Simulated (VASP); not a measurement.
HfO2:

```xyz
6
Lattice="3.4854 0.0000 0.0000 0.0000 3.4854 0.0000 0.0000 0.0000 5.0663" Properties=species:S:1:pos:R:3 pbc="T T T"
Hf    0.0000    0.0000    0.0000
Hf    1.7427    1.7427    2.5331
O     0.0000    1.7427    0.9991
O     1.7427    0.0000    1.5340
O     1.7427    0.0000    4.0672
O     0.0000    1.7427    3.5323
```

Base run:

```yaml
Program: VASP 6.6.1
Functional: PBE
Potentials_or_basis: VASP PAW PBE potentials, release 64 (Hf_pv, O)
Cutoff: 520 eV
k_mesh: 8 × 8 × 5
Occupations: fermi-dirac, width 0.05 eV
Spin: no spin polarisation
```

Its results: band gap on the k mesh 4.94 eV, indirect (least direct gap 5.07 eV); pressure 25.6 GPa; largest force 0.490 eV/Å.

**Question.** The run is repeated on the same cell with these changes: functional from PBE to LDA; potentials or basis from VASP PAW PBE potentials, release 64 (Hf_pv, O) to VASP PAW LDA potentials, release 64 (Hf_pv, O). What comes out?

**Answer.** Band gap on the k mesh 4.74 eV, indirect (least direct gap 4.87 eV); pressure 10.1 GPa; largest force 0.384 eV/Å.

Caveats: spin-orbit coupling is left out, which moves the levels of the heavy elements.

A k mesh can miss the band edges.
